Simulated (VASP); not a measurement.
Wanted: the native input for a VASP 6.6.1 run.

```yaml
Task: single point
Functional: PBEsol
Potentials_or_basis: VASP PAW PBE potentials, release 64 (Li_sv, Cl)
Cutoff: 520 eV
k_mesh: 8 × 8 × 1
Occupations: gaussian, width 0.05 eV
Spin: no spin polarisation
Dipole_correction: yes
Further_INCAR_settings: ALGO = Normal; EDIFF = 1e-07; NBANDS = 24
```

The structure of LiCl lies in POSCAR:

```
LiCl
1.0
    3.5799557474      0.0000000000      0.0000000000
    0.0000000000      3.5799557474      0.0000000000
    0.0000000000      0.0000000000     22.0628219706
Li Cl
3 3
Direct
    0.5000000000      0.5000000000      0.3852634994
    0.0000000000      0.0000000000      0.5009082261
    0.5000000000      0.5000000000      0.6091325375
    0.0000000000      0.0000000000      0.3852634994
    0.5000000000      0.5000000000      0.4987491691
    0.0000000000      0.0000000000      0.6167535406
```

One way to write it, as run:

INCAR

```
PREC = Accurate ; ENCUT = 520
EDIFF = 1E-7 ; ISMEAR = 0
SIGMA = 0.05 ; LREAL = False
LASPH = True ; NELM = 60
ALGO = Normal ; ISIF = 2
LWAVE = False ; LCHARG = True
LDIPOL = True ; IDIPOL = 3
DIPOL = 0.5 0.5 0.499 ; GGA = PS
LELF = True ; LVHAR = True
LVACPOTAV = True ; NBANDS = 24
```

KPOINTS

```
Automatic mesh
0
Gamma
  8 8 1
```

Potentials or basis: VASP PAW PBE potentials, release 64 (Li_sv, Cl).

Command:

```sh
$ cat potpaw_PBE.64/Li_sv/POTCAR potpaw_PBE.64/Cl/POTCAR > POTCAR
$ mpirun -np 1 vasp_std > vasp.out
```

Results of the run:

The largest force is 0.262 eV/Å and the band gap on the k mesh is 5.53 eV, indirect (least direct gap 5.64 eV).

Caveat: the PAW data sets were made with another functional, which shifts forces and pressure a little.

Run time: 3.4 min on 1 thread of AMD EPYC 7R13 Processor (Zen 3) (shared host), peak memory 0.35 GiB.
